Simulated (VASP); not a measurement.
Input of a VASP 6.6.1 run:

INCAR

```
ALGO = Normal
EDIFF = 1E-6
ENCUT = 500
GGA = PE
GGA_COMPAT = F
ISIF = 2
ISMEAR = -1
ISPIN = 2
LASPH = T
LCHARG = T
LELF = T
LMAXMIX = 4
LORBIT = 11
LREAL = F
LVHAR = T
LWAVE = F
MAGMOM = 0
NBANDS = 16
NELM = 200
PREC = Accurate
SIGMA = 0.1
```

File KPOINTS:

```
k-points
0
Gamma
  8 8 8
```

POSCAR

```
V
1.0
   -1.5760760000      1.5760760000      1.5760760000
    1.5760760000     -1.5760760000      1.5760760000
    1.5760760000      1.5760760000     -1.5760760000
V
1
Direct
    0.0000000000      0.0000000000      0.0000000000
```

Potentials or basis: VASP PAW PBE potentials, release 64 (V_sv).

Run with:

```bash
$ cat potpaw_PBE.64/V_sv/POTCAR > POTCAR
$ mpirun -np 1 vasp_std > vasp.out
```

Question: What does it give for the net moment?

Answer: 0.00 μB per cell.

Question: Estimate the pressure.

Answer: -20.5 GPa.
